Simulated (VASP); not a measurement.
The system is ZnS.

```
Zn S
1.0
     3.77104    0.00000    0.00000
    -1.88552    3.26581    0.00000
     0.00000    0.00000   12.35079
Zn S
4 4
Cartesian
  1.8855 1.0886 9.2631
  0.0000 2.1772 3.0877
  0.0000 0.0000 6.1754
  0.0000 0.0000 0.0000
  1.8855 1.0886 11.5789
  0.0000 2.1772 5.4035
  0.0000 0.0000 8.4912
  0.0000 0.0000 2.3158
```

Base run:

* Program: VASP 6.6.1
* Functional: PBE
* Potentials or basis: VASP PAW PBE potentials, release 64 (Zn, S)
* Cutoff: 520 eV
* k mesh: 8 × 8 × 3
* Occupations: fermi-dirac, width 0.05 eV
* Spin: no spin polarisation

Its results: band gap on the k mesh 2.32 eV; pressure 4.9 GPa; largest force 0.054 eV/Å.

**Question.** The run is repeated on the same cell with these changes: functional from PBE to PBEsol; further incar settings from ALGO = Normal; EDIFF = 1e-06; NBANDS = 46 to ALGO = Normal; EDIFF = 1e-07; NBANDS = 46. What comes out?

**Answer.** Band gap on the k mesh 2.18 eV; pressure 1.1 GPa; largest force 0.051 eV/Å.

Caveats: the cell stands under pressure (at least some runs); an odd mesh through Γ misses points on the zone boundary, where band edges can lie (at least some runs); the PAW data sets were made with another functional, which shifts forces and pressure a little (at least some runs).
